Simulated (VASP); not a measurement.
# Si2Sn (C2/m) in VASP: relaxation of cell and atoms with PBE

Aim: the relaxation of cell and atoms of Si2Sn with PBE.

Everything below comes from runs of VASP 6.6.1. Logs are shortened: lines on timing, memory, paths and dates and some standing lists are left out, and cuts for length are marked.

## (1) The cell of the first run

Symmetry: C2/m, No. 12, monoclinic system. The conventional cell has a = 6.519 Å, b = 3.815 Å, c = 5.025 Å, α = 90.00°, β = 90.71°, γ = 90.00°. Within 3.2 Å of Si (site symmetry m) lie 3 Si at 2.40 to 2.41 Å and 3 Sn at 2.97 to 2.98 Å. Within 3.9 Å of Sn (site symmetry 2/m) lie 12 Si at 2.97 to 3.74 Å and 6 Sn at 3.78 to 3.81 Å.

## (2) Relaxation of cell and atoms, PBE

INCAR

```
SYSTEM = Si2Sn
PREC = Accurate ; ENCUT = 600
EDIFF = 1E-6 ; ISMEAR = 0
SIGMA = 0.1 ; LREAL = .FALSE.
LASPH = .TRUE. ; NELM = 100
ALGO = Fast ; ISIF = 3
LWAVE = .FALSE. ; LCHARG = .FALSE.
GGA = PE ; IBRION = 2
NSW = 100 ; EDIFFG = -0.01
```

KPOINTS

```
Automatic mesh
0
G
  14 14 10
  0 0 0
```

POSCAR

```
Si2Sn
1.0
    3.2597313190     -1.9072633311      0.0000000000
    3.2597313190      1.9072633311      0.0000000000
   -0.0619097319      0.0000000000      5.0243602324
Si Sn
2 1
Direct
    0.6665674601      0.6665674601      0.4002917592
    0.3334325399      0.3334325399      0.5997082408
    0.0000000000      0.0000000000      0.0000000000
```

Potentials or basis: VASP PAW PBE potentials, release 64 (Si, Sn_d).

On the command line:

```console
> cat potpaw_PBE.64/Si/POTCAR potpaw_PBE.64/Sn_d/POTCAR > POTCAR
> mpirun -np 1 vasp_std > vasp.out
```

OUTCAR:

```text
SYSTEM = Si2Sn
   PREC = Accurate
   ENCUT = 600
   EDIFF = 1E-6
   ISMEAR = 0
   LREAL = .FALSE.
   LASPH = .TRUE.
   NELM = 100
   ISIF = 3
   GGA = PE
   IBRION = 2
   NSW = 100
   EDIFFG = -0.01

 ion  position               nearest neighbor table
   1  0.667  0.667  0.400-   2 2.40   2 2.41   2 2.41   3 2.97   3 2.97   3 2.98
   2  0.333  0.333  0.600-   1 2.40   1 2.41   1 2.41   3 2.97   3 2.97   3 2.98
   3  0.000  0.000  0.000-   1 2.97   1 2.97   2 2.97   2 2.97   1 2.98   2 2.98

  LATTYP: Found a base centered monoclinic cell.
 ALAT       =     6.5194626380
 B/A-ratio  =     0.5850983239
 C/A-ratio  =     0.7707294175
 COS(beta)  =    -0.0123209781

  Lattice vectors:

 A1 = (   3.2597313190,  -1.9072633311,   0.0000000000)
 A2 = (   3.2597313190,   1.9072633311,   0.0000000000)
 A3 = (  -0.0619097319,   0.0000000000,   5.0243602324)

Analysis of symmetry for initial positions (statically):
=====================================================================
 Subroutine PRICEL returns:
 Original cell was already a primitive cell.

 Routine SETGRP: Setting up the symmetry group for a
 base centered monoclinic supercell.

 Subroutine GETGRP returns: Found  4 space group operations
 (whereof  4 operations were pure point group operations)
 out of a pool of  4 trial point group operations.

The static configuration has the point symmetry C_2h.

Analysis of symmetry for dynamics (positions and initial velocities):
=====================================================================
 Subroutine PRICEL returns:
 Original cell was already a primitive cell.

 Routine SETGRP: Setting up the symmetry group for a
 base centered monoclinic supercell.

 Subroutine GETGRP returns: Found  4 space group operations
 (whereof  4 operations were pure point group operations)
 out of a pool of  4 trial point group operations.

The dynamic configuration has the point symmetry C_2h.

 Subroutine INISYM returns: Found  4 space group operations
 (whereof  4 operations are pure point group operations),
 and found     1 'primitive' translations

----------------------------------------------------------------------------------------

                                     Primitive cell

  volume of cell :      62.4746

  direct lattice vectors                    reciprocal lattice vectors
     3.259731319 -1.907263331  0.000000000     0.153386875 -0.262155724  0.001890020
[... 125 lines left out ...]
 maximum number of plane-waves:      2112
   NGX = 15   NGY = 15   NGZ = 21

--------------------------------------- Ionic step        1  -------------------------------------------

 number of electron      22.0000002 magnetization

 Free energy of the ion-electron system (eV)
  ---------------------------------------------------
  ext. energy  EPLUGINS =         0.00000000
  ---------------------------------------------------
  free energy    TOTEN  =       -13.97345642 eV

  energy without entropy =      -13.96677238  energy(sigma->0) =      -13.97011440

------------------------ aborting loop because EDIFF is reached ----------------------------------------

  FORCE on cell =-STRESS in cart. coord.  units (eV):
  Direction    XX          YY          ZZ          XY          YZ          ZX
  --------------------------------------------------------------------------------------
  -------------------------------------------------------------------------------------
  Total        0.1324313     -0.2125003      0.1410473      0.0000000      0.0000000      0.0703918
  in kB        3.3962383     -5.4496294      3.6171962      0.0000000      0.0000000      1.8052160
  external PRESSURE =       0.5212684 kB  Pullay stress =       0.0000000 kB
[... 92 lines left out ...]
  FREE ENERGIE OF THE ION-ELECTRON SYSTEM (eV)
  ---------------------------------------------------
  free  energy   TOTEN  =       -13.9754532156 eV

  energy  without entropy=      -13.9688915881  energy(sigma->0) =      -13.97217240

[... ionic steps 4 to 11 ...]

--------------------------------------- Ionic step       12  -------------------------------------------

 number of electron      22.0000004 magnetization

------------------------ aborting loop because EDIFF is reached ----------------------------------------
[... 69 lines left out ...]
--------------------------------------- Ionic step       14  -------------------------------------------

 number of electron      22.0000004 magnetization

 Free energy of the ion-electron system (eV)
  ---------------------------------------------------
  ext. energy  EPLUGINS =         0.00000000
  ---------------------------------------------------
  free energy    TOTEN  =       -13.97590997 eV

  energy without entropy =      -13.96941458  energy(sigma->0) =      -13.97266228

 E-fermi :   7.6983     XC(G=0): -10.2574

 val. band max:        7.6908894039   @ k =  -0.2857  -0.2857   0.2000
 cond. band min:       7.7178442624   @ k =  -0.4286   0.4286   0.2000
 fundamental gap:      0.0269548585
 Fermi energy:         7.6983158357

 k-point     1 :       0.0000    0.0000    0.0000
  band No.  band energies     occupation
      1     -13.8814      2.00000
      2     -13.8814      2.00000
      3     -13.8619      2.00000
      4     -13.8441      2.00000
      5     -13.8440      2.00000
      6      -4.5007      2.00000
      7       0.9764      2.00000
      8       1.8697      2.00000
      9       7.2298      2.00000
     10       7.2298      2.00000
     11       9.1377      0.00000
     12       9.1388      0.00000
     13      10.0356      0.00000
     14      11.9109      0.00000
[... 401 lines left out ...]
      2     -13.8651      2.00000
      3     -13.8558      2.00000
      4     -13.8490      2.00000
      5     -13.8417      2.00000
      6      -3.6811      2.00000
      7       1.5019      2.00000
      8       2.4069      2.00000
      9       4.0597      2.00000
     10       4.9274      2.00000
     11       8.3517      0.00000
     12       9.6446      0.00000
     13      10.4258      0.00000
     14      10.8630      0.00000
     15      11.9527      0.00000

 [... further k-points ...]

------------------------ aborting loop because EDIFF is reached ----------------------------------------

  FORCE on cell =-STRESS in cart. coord.  units (eV):
  Direction    XX          YY          ZZ          XY          YZ          ZX
  --------------------------------------------------------------------------------------
  -------------------------------------------------------------------------------------
  Total        0.0072129      0.0131562     -0.0060995      0.0000000      0.0000000      0.0034055
  in kB        0.1850938      0.3376094     -0.1565235      0.0000000      0.0000000      0.0873917
  external PRESSURE =       0.1220599 kB  Pullay stress =       0.0000000 kB
[... 18 lines left out ...]
  FREE ENERGIE OF THE ION-ELECTRON SYSTEM (eV)
  ---------------------------------------------------
  free  energy   TOTEN  =       -13.9759099713 eV

  energy  without entropy=      -13.9694145849  energy(sigma->0) =      -13.97266228

 reached required accuracy - stopping structural energy minimisation
```

Wall time 1.7 h (1 thread of Oxide Virtual Turin-like, shared host); peak memory 0.67 GiB.

What came out:

| Property | Result |
| --- | --- |
| Free energy | -13.9759 eV |
| Relaxed volume | 20.81 Å³/atom |
| Relaxed cell | a = 3.776 Å, b = 3.776 Å, c = 5.057 Å, α = 90.01°, β = 90.01°, γ = 60.00° |
| Space group after relaxing (to 0.1 Å) | P-3m1 (No. 164) |
| Energy gained by relaxing | 0.8 meV/atom |
| Ionic steps | 14 |
| Pressure after relaxing | 0.0 GPa |
| Band gap on the k mesh | zero (bands 11 and 12 overlap by 3.72 eV) |

Forces on the atoms (eV/Å):
```
Si   0.000  0.000  0.002
Si   0.000  0.000 -0.002
Sn   0.000  0.000  0.000
```

Step by step:
```tsv
step	energy change (eV)	largest force (eV/Å)	pressure (GPa)	volume (Å³)
1	0.0000	0.0485	0.05	62.47
2	-0.0014	0.0297	-0.07	62.54
3	-0.0020	0.0331	-0.22	62.63
4	-0.0020	0.0278	-0.19	62.61
5	-0.0024	0.0272	0.10	62.36
6	-0.0024	0.0145	0.01	62.42
7	-0.0024	0.0156	0.01	62.42
8	-0.0024	0.0214	0.05	62.39
9	-0.0024	0.0167	0.04	62.41
10	-0.0024	0.0159	-0.02	62.44
11	-0.0024	0.0157	-0.01	62.46
12	-0.0024	0.0164	-0.07	62.49
13	-0.0024	0.0162	-0.04	62.47
14	-0.0025	0.0023	0.01	62.43
```

Final structure:
```yaml
crystal:
  lattice:
    - [3.26986, -1.88781, 0.01964]
    - [3.26986, 1.88781, 0.01964]
    - [-0.03186, 0.00000, 5.05700]
  atoms:
    - { symbol: Si, position: [0.66665, 0.66665, 0.39905] }
    - { symbol: Si, position: [0.33335, 0.33335, 0.60095] }
    - { symbol: Sn, position: [0.00000, 0.00000, 0.00000] }
```

Caveat: spin-orbit coupling is left out, which moves the levels of the heavy elements.

The gap in the log of VASP goes by the Fermi energy; the results here count the filled bands.